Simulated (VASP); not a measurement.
Set up this calculation in VASP 6.6.1, as the native input.

| Item | Value |
| --- | --- |
| Task | single point |
| Functional | LDA |
| Potentials or basis | VASP PAW LDA potentials, release 64 (Ni, Ge_d) |
| Cutoff | 520 eV |
| k mesh | 12 × 12 × 12 |
| Occupations | gaussian, width 0.15 eV |
| Spin | collinear spin, ferromagnetic start |
| Starting moments | [0.25, 0.25, 0.25, 0.0] μB |
| Fixed moment | 0.75 μB |
| Dipole correction | no |
| Further INCAR settings | ALGO = Normal; EDIFF = 1e-07; NBANDS = 34 |

The structure of Ni3Ge lies in POSCAR:

```
Ni3Ge
1.0
    3.4174420872      0.0000000000      0.0000000000
    0.0000000000      3.4174420872      0.0000000000
    0.0000000000      0.0000000000      3.4174420872
Ni Ge
3 1
Direct
    0.5000000000      0.0000000000      0.5000000000
    0.0000000000      0.5000000000      0.5000000000
    0.5000000000      0.5000000000      0.0000000000
    0.0000000000      0.0000000000      0.0000000000
```

These files were run (other wordings do the same):

INCAR

```
ALGO = Normal ; EDIFF = 1E-7
ENCUT = 520 ; ISIF = 2
ISMEAR = 0 ; ISPIN = 2
LASPH = True ; LCHARG = False
LMAXMIX = 4 ; LORBIT = 11
LREAL = False ; LWAVE = False
MAGMOM = 0.25 0.25 0.25 0 ; NBANDS = 34
NELM = 150 ; NUPDOWN = 0.75
PREC = Accurate ; SIGMA = 0.15
```

KPOINTS

```
k-points
0
Gamma
  12 12 12
```

Potentials or basis: VASP PAW LDA potentials, release 64 (Ni, Ge_d).

Command:

```console
$ cat potpaw_LDA.64/Ni/POTCAR potpaw_LDA.64/Ge_d/POTCAR > POTCAR
$ mpirun -np 1 vasp_std > vasp.out
```

Results of the run:

* Pressure: 18.6 GPa
* Net moment: 0.75 μB per cell
* Site moments: Ni +0.24; Ge +0.01 μB
* Valence electrons inside the program's atomic spheres: Ni 9.67; Ge 12.66

Caveat: the cell stands under pressure; the total moment is fixed, so each spin has its own Fermi level and the state may be an excited one.

It took 85 s on 1 thread of Intel(R) Xeon(R) 6975P-C (Granite Rapids) (shared host), peak memory 0.27 GiB.
